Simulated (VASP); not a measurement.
Li2O: single point with PBE

Li2O:

```
CELL_PARAMETERS angstrom
-1.63818 1.63818 2.31601
1.63818 -1.63818 2.31601
1.63818 1.63818 -2.31601
ATOMIC_POSITIONS crystal
Li 0.85201 0.35201 0.50000
Li 0.35201 0.85201 0.50000
O 0.10169 0.10169 0.00000
```

```
Program                : VASP 6.6.1
Task                   : single point
Functional             : PBE
Potentials or basis    : VASP PAW PBE potentials, release 64 (Li_sv, O)
Cutoff                 : 750 eV
k mesh                 : 5 × 5 × 5
Occupations            : gaussian, width 0.15 eV
Spin                   : no spin polarisation
Dipole correction      : no
Further INCAR settings : ALGO = Normal; EDIFF = 1e-06; NBANDS = 13
```

The pressure is -0.7 GPa and the largest force is 0.007 eV/Å. The band gap on the k mesh is 5.20 eV, direct.

Forces on the atoms (eV/Å):
```
Li   0.000  0.000 -0.004
Li   0.000  0.000 -0.004
O    0.000  0.000  0.007
```

Levels at points of the mesh, in eV from the valence-band top:
```tsv
k point	band 3	band 4	band 5	band 6	band 7	band 8	band 9	band 10
(0.00, 0.00, 0.00)	-15.43	0.00	0.00	0.00	5.20	11.88	11.89	11.89
```

Wall time 19 s on 1 thread of Intel Xeon 8259CL (shared host), peak memory 0.16 GiB.

Caveat: the k points lie up to 0.54 Å⁻¹ apart. A k mesh can miss the band edges.
